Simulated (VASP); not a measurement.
# ZnS (F-43m) in VASP: single point with PBEsol

Aim: the single point of ZnS with PBEsol.

Everything below comes from runs of VASP 6.6.1. Logs are shortened: lines on timing, memory, paths and dates and some standing lists are left out, and cuts for length are marked.

**1. The cell of the first run**

Symmetry: F-43m, No. 216, cubic system. The conventional cell has a = 5.409 Å, b = 5.409 Å, c = 5.409 Å, α = 90.00°, β = 90.00°, γ = 90.00°. Zn (site symmetry -43m) has 4 S at 2.34 Å within 3.1 Å. S (site symmetry -43m) has 4 Zn at 2.34 Å within 3.1 Å.

**2. Single point, PBEsol**

Contents of INCAR:

```
PREC = Accurate ; ENCUT = 520
EDIFF = 1E-6 ; ISMEAR = 0
SIGMA = 0.05 ; LREAL = False
LASPH = True ; NELM = 60
ALGO = Normal ; ISIF = 2
LWAVE = False ; LCHARG = False
GGA = PS ; NBANDS = 46
```

Contents of KPOINTS:

```
Automatic mesh
0
Gamma
  7 7 3
```

Contents of POSCAR:

```
ZnS
1.0
   -2.7046500000     -2.7046500000      0.0000000000
    2.7046500000     -2.7046500000      0.0000000000
    0.0000000000      0.0000000000     10.8186000000
Zn S
4 4
Direct
    0.0000000000      0.0000000000      0.0000000000
    0.5000000000      0.5000000000      0.2500000000
    0.0000000000      0.0000000000      0.5000000000
    0.5000000000      0.5000000000      0.7500000000
    0.5000000000      0.0000000000      0.3750000000
    0.0000000000      0.5000000000      0.6250000000
    0.5000000000      0.0000000000      0.8750000000
    0.0000000000      0.5000000000      0.1250000000
```

Potentials or basis: VASP PAW PBE potentials, release 64 (Zn, S).

On the command line:

```bash
$ cat potpaw_PBE.64/Zn/POTCAR potpaw_PBE.64/S/POTCAR > POTCAR
$ mpirun -np 1 vasp_std > vasp.out
```

OUTCAR:

```text
PREC = Accurate
   ENCUT = 520
   EDIFF = 1E-6
   ISMEAR = 0
   LREAL = False
   LASPH = True
   NELM = 60
   ISIF = 2
   GGA = PS

 ion  position               nearest neighbor table
   1  0.000  0.000  0.000-   7 2.34   8 2.34   8 2.34   7 2.34
   2  0.500  0.500  0.250-   5 2.34   8 2.34   5 2.34   8 2.34
   3  0.000  0.000  0.500-   5 2.34   6 2.34   6 2.34   5 2.34
   4  0.500  0.500  0.750-   6 2.34   7 2.34   7 2.34   6 2.34
   5  0.500  0.000  0.375-   2 2.34   3 2.34   2 2.34   3 2.34
   6  0.000  0.500  0.625-   3 2.34   4 2.34   3 2.34   4 2.34
   7  0.500  0.000  0.875-   1 2.34   4 2.34   4 2.34   1 2.34
   8  0.000  0.500  0.125-   1 2.34   2 2.34   1 2.34   2 2.34

  LATTYP: Found a simple tetragonal cell.
 ALAT       =     3.8249527115
 C/A-ratio  =     2.8284271247

  Lattice vectors:

 A1 = (  -2.7046500000,  -2.7046500000,   0.0000000000)
 A2 = (   2.7046500000,  -2.7046500000,   0.0000000000)
 A3 = (   0.0000000000,   0.0000000000,  10.8186000000)

Analysis of symmetry for initial positions (statically):
=====================================================================
 Subroutine PRICEL returns following result:

  LATTYP: Found a face centered cubic cell.
 ALAT       =     5.4093000000

  Lattice vectors:

 A1 = (   0.0000000000,   2.7046500000,  -2.7046500000)
 A2 = (  -2.7046500000,   0.0000000000,  -2.7046500000)
 A3 = (  -2.7046500000,   2.7046500000,  -0.0000000000)

   4 primitive cells build up your supercell.

 Routine SETGRP: Setting up the symmetry group for a
 simple tetragonal supercell.

 Subroutine GETGRP returns: Found  8 space group operations
 (whereof  8 operations were pure point group operations)
 out of a pool of 16 trial point group operations.

The static configuration has the point symmetry D_2d.

Analysis of symmetry for dynamics (positions and initial velocities):
=====================================================================
 Subroutine PRICEL returns following result:

  LATTYP: Found a face centered cubic cell.
 ALAT       =     5.4093000000

  Lattice vectors:

 A1 = (   0.0000000000,   2.7046500000,  -2.7046500000)
 A2 = (  -2.7046500000,   0.0000000000,  -2.7046500000)
 A3 = (  -2.7046500000,   2.7046500000,  -0.0000000000)

[... 104 lines left out ...]
   EDIFF  = 0.1E-05   stopping-criterion for ELM
   LREAL  =      F    real-space projection
   EDIFFG = 0.1E-04   stopping-criterion for IOM
   NSW    =      0    number of steps for IOM
   IBRION =     -1    ionic relax: 0-MD 1-quasi-New 2-CG
   NFREE  =      0    steps in history (QN), initial steepest desc. (CG)
   ISIF   =      2    stress and relaxation
   ISYM   =      2    0-nonsym 1-usesym 2-fastsym
   POTIM  = 0.5000    time-step for ionic-motion
   TEBEG  =    0.0;   TEEND  =   0.0 temperature during run
   PSTRESS=    0.0 pullay stress
   NELECT =      72.0000    total number of electrons
   NUPDOWN=      -1.0000    fix difference up-down
   EMIN   =  10.00;   EMAX   =-10.00  energy-range for DOS
   EFERMI =   0.00;   METHOD = LEGACY
   ISMEAR =     0;   SIGMA  =   0.05  broadening in eV -4-tet -1-fermi 0-gaus
   EFERMI_NEDOS =   21; number of points for ismear=-14 and -15
   IALGO  =     38    algorithm
   IMIX   =      4    mixing-type and parameters
     AMIX     =   0.40;   BMIX     =  1.00
     AMIX_MAG =   1.60;   BMIX_MAG =  1.00
  volume/ion in A,a.u.               =      19.78       133.51
  Fermi-wavevector in a.u.,A,eV,Ry     =   1.259055  2.379268 21.568210  1.585219
  Thomas-Fermi vector in A             =   2.392634
   LORBIT       =      0    0 simple, 1 ext, 2 COOP (PROOUT), +10 PAW based schemes
   GGA     = PS    functional components
   LHFCALC =     F    Hartree Fock is set to
   AEXX    =    0.0000 exact exchange contribution
   IVDW    =     0    specifies the selected vdW correction
   LEPSILON=     F    determine dielectric tensor
   LRPA    =     F    only Hartree local field effects (RPA)
 non-spin polarized calculation
 Gauss-broadening in eV      SIGMA  =   0.05
  energy-cutoff  :      520.00
  volume of cell :      158.28
 maximum number of plane-waves:      4281
   NGX = 15   NGY = 15   NGZ = 41

 number of electron      71.9999952 magnetization

 Free energy of the ion-electron system (eV)
  ---------------------------------------------------
  ext. energy  EPLUGINS =         0.00000000
  ---------------------------------------------------
  free energy    TOTEN  =       -30.32879994 eV

  energy without entropy =      -30.32879994  energy(sigma->0) =      -30.32879994

 E-fermi :   2.2208     XC(G=0):  -9.8359

 val. band max:        1.9855323642   @ k =   0.0000   0.0000   0.0000
 cond. band min:       3.9509257644   @ k =   0.0000   0.0000   0.0000
 fundamental gap:      1.9653934002
 Fermi energy:         2.2207509344

 k-point     1 :       0.0000    0.0000    0.0000
  band No.  band energies     occupation
      1     -11.1488      2.00000
      2     -10.5793      2.00000
      3     -10.5793      2.00000
      4      -9.8930      2.00000
      5      -4.4275      2.00000
      6      -4.4275      2.00000
[... 969 lines left out ...]
     45       9.8489      0.00000
     46      10.7603      0.00000

------------------------ aborting loop because EDIFF is reached ----------------------------------------

  FORCE on cell =-STRESS in cart. coord.  units (eV):
  Direction    XX          YY          ZZ          XY          YZ          ZX
  --------------------------------------------------------------------------------------
  -------------------------------------------------------------------------------------
  Total       -1.9874817     -1.9874817     -1.9971222      0.0000000     -0.0000000     -0.0000000
  in kB      -20.1182643    -20.1182643    -20.2158503      0.0000000     -0.0000000     -0.0000000
  external PRESSURE =     -20.1507930 kB  Pullay stress =       0.0000000 kB

 VOLUME and BASIS-vectors are now :
 -----------------------------------------------------------------------------
  energy-cutoff  :      520.00
  volume of cell :      158.28
      direct lattice vectors                 reciprocal lattice vectors
    -2.704650000 -2.704650000  0.000000000    -0.184866803 -0.184866803  0.000000000
     2.704650000 -2.704650000  0.000000000     0.184866803 -0.184866803  0.000000000
     0.000000000  0.000000000 10.818600000     0.000000000  0.000000000  0.092433402

 POSITION                                       TOTAL-FORCE (eV/Angst)
 -----------------------------------------------------------------------------------
      0.00000      0.00000      0.00000        -0.000000     -0.000000     -0.000000
      0.00000     -2.70465      2.70465        -0.000000     -0.000000      0.000000
      0.00000      0.00000      5.40930         0.000000      0.000000     -0.000000
      0.00000     -2.70465      8.11395        -0.000000      0.000000     -0.000000
     -1.35232     -1.35232      4.05697         0.000000      0.000000     -0.000000
      1.35232     -1.35232      6.76163         0.000000      0.000000     -0.000000
     -1.35232     -1.35232      9.46627         0.000000      0.000000     -0.000000
      1.35232     -1.35232      1.35232         0.000000      0.000000     -0.000000
 -----------------------------------------------------------------------------------
    total drift:                                0.000000     -0.000000      0.000000

  FREE ENERGIE OF THE ION-ELECTRON SYSTEM (eV)
  ---------------------------------------------------
  free  energy   TOTEN  =       -30.3287999353 eV

  energy  without entropy=      -30.3287999353  energy(sigma->0) =      -30.32879994
```

stdout:

```text
POSCAR found type information on POSCAR ZnS
 POSCAR found :  2 types and       8 ions
 scaLAPACK will be used
 -----------------------------------------------------------------------------
|                                                                             |
|                                                                             |
|     You enforced a specific xc type in the INCAR file but a different       |
|     I HOPE YOU KNOW WHAT YOU ARE DOING!                                     |
|                                                                             |
 -----------------------------------------------------------------------------

 LDA part: xc-table for (Slater+PW92), standard interpolation
 POSCAR, INCAR and KPOINTS ok, starting setup
 FFT: planning ... GRIDC
 FFT: planning ... GRID_SOFT
 FFT: planning ... GRID
 WAVECAR not read
 entering main loop
```

Wall time 84 s (1 thread of Intel Xeon Platinum 8488C (Sapphire Rapids), shared host); peak memory 0.3 GiB.

What came out:

```
Free energy            : -30.3288 eV
Pressure               : -2.0 GPa
Band gap on the k mesh : 1.97 eV
```

Levels at points of the mesh, in eV from the valence-band top:
```tsv
k point	band 32	band 33	band 34	band 35	band 36	band 37	band 38	band 39	band 40	band 41
(0.00, 0.00, 0.00)	-1.25	-1.25	0.00	0.00	0.00	1.97	3.25	3.97	4.34	4.34
```

Caveat: the PAW data sets were made with another functional, which shifts forces and pressure a little.
